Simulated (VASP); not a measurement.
A run of VASP 6.6.1 is set up as follows.

The input POSCAR:

```
AlAs
1.0
    0.0000000000      2.8305000000      2.8305000000
    2.8305000000      0.0000000000      2.8305000000
    2.8305000000      2.8305000000      0.0000000000
Al As
1 1
Direct
    0.0000000000      0.0000000000      0.0000000000
    0.2500000000      0.2500000000      0.2500000000
```

File INCAR.step1:

```
PREC = Accurate
ENCUT = 550
ISMEAR = 0
SIGMA = 0.1
LREAL = False
LASPH = True
NELM = 120
NBANDS = 11
GGA = PE
ALGO = Normal
EDIFF = 1E-5
LWAVE = True
LCHARG = False
GGA_COMPAT = False
```

File INCAR.step2:

```
PREC = Accurate
ENCUT = 550
EDIFF = 1E-6
ISMEAR = 0
SIGMA = 0.1
LREAL = False
LASPH = True
NELM = 120
ALGO = Normal
ISIF = 2
LWAVE = False
LCHARG = False
METAGGA = R2SCAN
LMIXTAU = True
NBANDS = 11
ISTART = 1
GGA_COMPAT = False
```

Contents of KPOINTS:

```
regular mesh
0
Gamma
  6 6 6
```

Potentials or basis: VASP PAW PBE potentials, release 64 (Al, As).

Launch:

```sh
$ cat potpaw_PBE.64/Al/POTCAR potpaw_PBE.64/As/POTCAR > POTCAR
$ cp INCAR.step1 INCAR
$ mpirun -np 1 vasp_std > vasp.out
$ cp INCAR.step2 INCAR
$ mpirun -np 1 vasp_std > vasp.out
```

Q: Estimate the band gap on the k mesh.

A: 1.79 eV, indirect (least direct gap 2.71 eV).

Q: Estimate the pressure.

A: 0.7 GPa.

Caveat: the PAW data sets were made with another functional, which shifts forces and pressure a little. r2SCAN opens gaps a little over a GGA but as a rule still falls short of measured ones.
